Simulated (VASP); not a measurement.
The system is Sc3I2.

```xyz
10
Lattice="3.5871 2.0710 6.5290 -3.5871 2.0710 6.5290 0.0000 -4.1420 6.5290" Properties=species:S:1:pos:R:3 pbc="T T T"
Sc   -1.3900   -2.0710    8.1613
Sc    2.4885   -0.1683    8.1613
Sc   -1.0985    2.2393    8.1613
Sc    1.3900    2.0710   11.4258
Sc   -2.4885    0.1683   11.4258
Sc    1.0985   -2.2393   11.4258
I     0.0000    0.0000   16.6917
I     0.0000    0.0000   12.6889
I     0.0000    0.0000    2.8954
I     0.0000    0.0000    6.8982
```

| Property | Result |
| --- | --- |
| Program | VASP 6.6.1 |
| Task | relaxation of cell and atoms |
| Functional | PBE |
| Potentials or basis | VASP PAW PBE potentials, release 64 (Sc_sv, I) |
| Cutoff | 600 eV |
| k mesh | 3 × 3 × 3 |
| Occupations | gaussian, width 0.1 eV |
| Spin | no spin polarisation |

At the start: pressure -0.9 GPa; volume 29.10 Å³/atom.

Q: How do energy, volume and symmetry change on relaxing?

A: Over 7 steps the energy falls by 14.0 meV/atom and the volume is 28.46 Å³/atom (-2.2 %); space group R-3c (No. 167, to 0.1 Å) before and after.

The path:
```
step  energy change (eV)  largest force (eV/Å)  pressure (GPa)  volume (Å³)
   1              0.0000                0.5839           -0.92       291.02
   2             -0.1135                0.2598            0.07       284.01
   3             -0.1246                0.1021            0.56       281.21
   4             -0.1351                0.0508           -0.03       284.66
   5             -0.1351                0.0522           -0.03       284.71
   6             -0.1367                0.0445           -0.03       284.68
   7             -0.1404                0.0242           -0.04       284.60
```

Final structure:
```yaml
crystal:
  lattice:
    - [3.60920, 2.08377, 6.30709]
    - [-3.60920, 2.08377, 6.30709]
    - [0.00000, -4.16755, 6.30709]
  atoms:
    - { symbol: Sc, position: [0.05430, 0.44570, 0.75000] }
    - { symbol: Sc, position: [0.75000, 0.05430, 0.44570] }
    - { symbol: Sc, position: [0.44570, 0.75000, 0.05430] }
    - { symbol: Sc, position: [0.94570, 0.55430, 0.25000] }
    - { symbol: Sc, position: [0.25000, 0.94570, 0.55430] }
    - { symbol: Sc, position: [0.55430, 0.25000, 0.94570] }
    - { symbol: I, position: [0.84972, 0.84972, 0.84972] }
    - { symbol: I, position: [0.65028, 0.65028, 0.65028] }
    - { symbol: I, position: [0.15028, 0.15028, 0.15028] }
    - { symbol: I, position: [0.34972, 0.34972, 0.34972] }
```
